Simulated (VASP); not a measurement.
# SrO (I4mm) in VASP: further runs, part 2 of 2

VASP 6.6.1. Earlier steps stand in the parts before.

### 3 Single point, r2SCAN

File POSCAR:

```
SrO
1.0
    0.0000000000      2.5698000000      2.5698000000
    2.5698000000      0.0000000000      2.5698000000
    2.5698000000      2.5698000000      0.0000000000
Sr O
1 1
Direct
   -0.0121604794     -0.0121604794      0.0121604794
    0.5000000000      0.5000000000      0.5000000000
```

File INCAR.step1:

```
PREC = Accurate
ENCUT = 520
ISMEAR = 0
SIGMA = 0.05
LREAL = False
LASPH = True
NELM = 80
NBANDS = 15
GGA = PE
ALGO = Normal
EDIFF = 1E-4
LWAVE = True
LCHARG = False
```

File INCAR.step2:

```
PREC = Accurate
ENCUT = 520
EDIFF = 1E-7
ISMEAR = 0
SIGMA = 0.05
LREAL = False
LASPH = True
NELM = 80
ALGO = Normal
ISIF = 2
LWAVE = False
LCHARG = False
METAGGA = R2SCAN
LMIXTAU = True
NBANDS = 15
ISTART = 1
```

File KPOINTS:

```
Automatic mesh
0
Gamma
  8 8 8
```

Potentials or basis: VASP PAW PBE potentials, release 64 (Sr_sv, O).

On the command line:

```
$ cat potpaw_PBE.64/Sr_sv/POTCAR potpaw_PBE.64/O/POTCAR > POTCAR
$ cp INCAR.step1 INCAR
$ mpirun -np 1 vasp_std > vasp.out
$ cp INCAR.step2 INCAR
$ mpirun -np 1 vasp_std > vasp.out
```

OUTCAR:

```text
PREC = Accurate
   ENCUT = 520
   EDIFF = 1E-7
   ISMEAR = 0
   LREAL = False
   LASPH = True
   NELM = 80
   ISIF = 2
   METAGGA = R2SCAN
   ISTART = 1

 ion  position               nearest neighbor table
   1  0.988  0.988  0.012-   2 2.51   2 2.57   2 2.57   2 2.57   2 2.57   2 2.63
   2  0.500  0.500  0.500-   1 2.51   1 2.57   1 2.57   1 2.57   1 2.57   1 2.63

  LATTYP: Found a face centered cubic cell.
 ALAT       =     5.1396000000

  Lattice vectors:

 A1 = (   0.0000000000,   2.5698000000,   2.5698000000)
 A2 = (   2.5698000000,   0.0000000000,   2.5698000000)
 A3 = (   2.5698000000,   2.5698000000,   0.0000000000)

Analysis of symmetry for initial positions (statically):
=====================================================================
 Subroutine PRICEL returns:
 Original cell was already a primitive cell.

 Routine SETGRP: Setting up the symmetry group for a
 face centered cubic supercell.

 Subroutine GETGRP returns: Found  8 space group operations
 (whereof  8 operations were pure point group operations)
 out of a pool of 48 trial point group operations.

The static configuration has the point symmetry C_4v.

Analysis of symmetry for dynamics (positions and initial velocities):
=====================================================================
 Subroutine PRICEL returns:
 Original cell was already a primitive cell.

 Routine SETGRP: Setting up the symmetry group for a
 face centered cubic supercell.

 Subroutine GETGRP returns: Found  8 space group operations
 (whereof  8 operations were pure point group operations)
 out of a pool of 48 trial point group operations.

The dynamic configuration has the point symmetry C_4v.

 Subroutine INISYM returns: Found  8 space group operations
 (whereof  8 operations are pure point group operations),
 and found     1 'primitive' translations

----------------------------------------------------------------------------------------

                                     Primitive cell

  volume of cell :      33.9413

  direct lattice vectors                    reciprocal lattice vectors
     0.000000000  2.569800000  2.569800000    -0.194567671  0.194567671  0.194567671
     2.569800000  0.000000000  2.569800000     0.194567671 -0.194567671  0.194567671
     2.569800000  2.569800000  0.000000000     0.194567671  0.194567671 -0.194567671

  length of vectors
     3.634246013  3.634246013  3.634246013     0.337001091  0.337001091  0.337001091

  position of ions in fractional coordinates (direct lattice)
     0.987839521  0.987839521  0.012160479
     0.500000000  0.500000000  0.500000000

  ion indices of the primitive-cell ions
   primitive index   ion index
                 1           1
                 2           2

----------------------------------------------------------------------------------------

 KPOINTS: Automatic mesh

Automatic generation of k-mesh.
 Grid dimensions read from file:
 generate k-points for:    8    8    8

 Generating k-lattice:

  Cartesian coordinates                     Fractional coordinates (reciprocal lattice)
    -0.024320959  0.024320959  0.024320959     0.125000000  0.000000000  0.000000000
     0.024320959 -0.024320959  0.024320959     0.000000000  0.125000000  0.000000000
     0.024320959  0.024320959 -0.024320959     0.000000000  0.000000000  0.125000000

  Length of vectors
     0.042125136  0.042125136  0.042125136
[... 38 lines left out ...]
   total plane-waves  NPLWV =  21952
   dimension x,y,z NGX =    28 NGY =   28 NGZ =   28
   dimension x,y,z NGXF=    56 NGYF=   56 NGZF=   56
   ions per type =               1   1
   NGX,Y,Z   is equivalent  to a cutoff of  12.81, 12.81, 12.81 a.u.
   NGXF,Y,Z  is equivalent  to a cutoff of  25.62, 25.62, 25.62 a.u.
 SYSTEM =  unknown system
   PREC   = accura    normal or accurate (medium, high low for compatibility)
   ISTART =      1    job   : 0-new  1-cont  2-samecut
   ICHARG =      0    charge: 1-file 2-atom 10-const
   ISPIN  =      1    spin polarized calculation?
   LNONCOLLINEAR =      F non collinear calculations
   LSORBIT =      F    spin-orbit coupling
   LASPH  =      T    aspherical Exc in radial PAW
   ENCUT  =  520.0 eV  38.22 Ry    6.18 a.u.   6.76  6.76  6.76*2*pi/ulx,y,z
   NELM   =     80;   NELMIN=  2; NELMDL=  0     # of ELM steps
   EDIFF  = 0.1E-06   stopping-criterion for ELM
   LREAL  =      F    real-space projection
   EDIFFG = 0.1E-05   stopping-criterion for IOM
   NSW    =      0    number of steps for IOM
   IBRION =     -1    ionic relax: 0-MD 1-quasi-New 2-CG
   NFREE  =      0    steps in history (QN), initial steepest desc. (CG)
   ISIF   =      2    stress and relaxation
   ISYM   =      2    0-nonsym 1-usesym 2-fastsym
   POTIM  = 0.5000    time-step for ionic-motion
   TEBEG  =    0.0;   TEEND  =   0.0 temperature during run
   PSTRESS=    0.0 pullay stress
   NELECT =      16.0000    total number of electrons
   NUPDOWN=      -1.0000    fix difference up-down
   EMIN   =  10.00;   EMAX   =-10.00  energy-range for DOS
   EFERMI =   0.00;   METHOD = LEGACY
   ISMEAR =     0;   SIGMA  =   0.05  broadening in eV -4-tet -1-fermi 0-gaus
   EFERMI_NEDOS =   21; number of points for ismear=-14 and -15
   IALGO  =     38    algorithm
   IMIX   =      4    mixing-type and parameters
     AMIX     =   0.40;   BMIX     =  1.00
     AMIX_MAG =   1.60;   BMIX_MAG =  1.00
  volume/ion in A,a.u.               =      16.97       114.52
  Fermi-wavevector in a.u.,A,eV,Ry     =   1.274106  2.407711 22.086959  1.623346
  Thomas-Fermi vector in A             =   2.406892
   LORBIT       =      0    0 simple, 1 ext, 2 COOP (PROOUT), +10 PAW based schemes
   METAGGA = R2SCAN    functional components
   LHFCALC =     F    Hartree Fock is set to
   AEXX    =    0.0000 exact exchange contribution
   IVDW    =     0    specifies the selected vdW correction
   LEPSILON=     F    determine dielectric tensor
   LRPA    =     F    only Hartree local field effects (RPA)
 non-spin polarized calculation
 Gauss-broadening in eV      SIGMA  =   0.05
  energy-cutoff  :      520.00
  volume of cell :       33.94
 maximum number of plane-waves:       941
   NGX = 13   NGY = 13   NGZ = 13

 number of electron      15.9999997 magnetization

 Free energy of the ion-electron system (eV)
  ---------------------------------------------------
  ext. energy  EPLUGINS =         0.00000000
  ---------------------------------------------------
  free energy    TOTEN  =       -27.04753438 eV

  energy without entropy =      -27.04753438  energy(sigma->0) =      -27.04753438

 E-fermi :   1.6659     XC(G=0): -10.5923

 val. band max:        1.3387117041   @ k =   0.0000   0.0000   0.0000
 cond. band min:       5.0903821066   @ k =   0.5000   0.5000   0.0000
 fundamental gap:      3.7516704025
 Fermi energy:         1.6659256983

 k-point     1 :       0.0000    0.0000    0.0000
  band No.  band energies     occupation
      1     -32.1153      2.00000
      2     -14.6922      2.00000
      3     -13.1372      2.00000
      4     -13.1372      2.00000
      5     -13.1296      2.00000
      6       1.3362      2.00000
      7       1.3362      2.00000
      8       1.3387      2.00000
      9       6.0149      0.00000
     10       8.1309      0.00000
     11       8.1464      0.00000
     12       8.1464      0.00000
     13      10.4547      0.00000
     14      10.4787      0.00000
[... 401 lines left out ...]
      2     -15.5691      2.00000
      3     -13.5802      2.00000
      4     -13.3604      2.00000
      5     -12.6943      2.00000
      6       0.1595      2.00000
      7       0.6104      2.00000
      8       0.7283      2.00000
      9       6.8715      0.00000
     10       9.5849      0.00000
     11      11.2082      0.00000
     12      11.6869      0.00000
     13      13.1764      0.00000
     14      14.4780      0.00000
     15      16.1592      0.00000

 [... further k-points ...]

------------------------ aborting loop because EDIFF is reached ----------------------------------------

  FORCE on cell =-STRESS in cart. coord.  units (eV):
  Direction    XX          YY          ZZ          XY          YZ          ZX
  --------------------------------------------------------------------------------------
  -------------------------------------------------------------------------------------
  Total        0.3471943      0.3471943      0.4495398      0.0000000      0.0000000     -0.0000000
  in kB       16.3891049     16.3891049     21.2202649      0.0000000      0.0000000     -0.0000000
  external PRESSURE =      17.9994916 kB  Pullay stress =       0.0000000 kB

 VOLUME and BASIS-vectors are now :
 -----------------------------------------------------------------------------
  energy-cutoff  :      520.00
  volume of cell :       33.94
      direct lattice vectors                 reciprocal lattice vectors
     0.000000000  2.569800000  2.569800000    -0.194567671  0.194567671  0.194567671
     2.569800000  0.000000000  2.569800000     0.194567671 -0.194567671  0.194567671
     2.569800000  2.569800000  0.000000000     0.194567671  0.194567671 -0.194567671

 POSITION                                       TOTAL-FORCE (eV/Angst)
 -----------------------------------------------------------------------------------
      2.56980      2.56980      5.07710         0.000000      0.000000      0.165840
      2.56980      2.56980      2.56980         0.000000      0.000000     -0.165840
 -----------------------------------------------------------------------------------
    total drift:                               -0.000000     -0.000000      0.002892

  FREE ENERGIE OF THE ION-ELECTRON SYSTEM (eV)
  ---------------------------------------------------
  free  energy   TOTEN  =       -27.0475343766 eV

  energy  without entropy=      -27.0475343766  energy(sigma->0) =      -27.04753438
```

OSZICAR.step1:

```text
N       E                     dE             d eps       ncg     rms          rms(c)
DAV:   1     0.668073440687E+02    0.66807E+02   -0.84669E+03  1770   0.104E+03
DAV:   2    -0.110334534381E+02   -0.77841E+02   -0.70910E+02  2422   0.218E+02
DAV:   3    -0.141707854351E+02   -0.31373E+01   -0.31223E+01  2290   0.397E+01
DAV:   4    -0.142401417936E+02   -0.69356E-01   -0.69346E-01  2203   0.589E+00
DAV:   5    -0.142420819804E+02   -0.19402E-02   -0.19402E-02  2241   0.801E-01    0.166E+01
DAV:   6    -0.121830633792E+02    0.20590E+01   -0.66690E+00  1812   0.196E+01    0.195E+01
DAV:   7    -0.120443610679E+02    0.13870E+00   -0.29609E-01  2085   0.485E+00    0.113E+01
DAV:   8    -0.120336873182E+02    0.10674E-01   -0.11762E-01  2260   0.342E+00    0.452E-01
DAV:   9    -0.120351219318E+02   -0.14346E-02   -0.57256E-03  2281   0.481E-01    0.233E-01
DAV:  10    -0.120355899989E+02   -0.46807E-03   -0.44183E-04  1910   0.196E-01    0.834E-02
DAV:  11    -0.120357326469E+02   -0.14265E-03   -0.13869E-04  1899   0.873E-02    0.276E-02
DAV:  12    -0.120357509013E+02   -0.18254E-04   -0.25814E-05  1396   0.382E-02
   1 F= -.12035751E+02 E0= -.12035751E+02  d E =-.209816E-14
```

Run time: 4.7 min. Hardware: 1 thread of AMD EPYC 7R13, shared host; peak memory 0.15 GiB.

Results:

- Free energy: -27.0475 eV
- Pressure: 1.8 GPa
- Largest force: 0.166 eV/Å
- Band gap on the k mesh: 3.75 eV (least direct gap 3.83 eV)

Forces on the atoms (eV/Å):
```
Sr   0.000  0.000  0.166
O    0.000  0.000 -0.166
```

Stress tensor (GPa, compression positive):
```
1.64 0.00 0.00
0.00 1.64 0.00
0.00 0.00 2.12
```

Caveat: the cell differs from its parent crystal (all Sr atoms moved +0.062 Å, as atom 1 towards its neighbour atom 2 (O) at 2.570 Å); the PAW data sets were made with another functional, which shifts forces and pressure a little. A k mesh can miss the band edges.
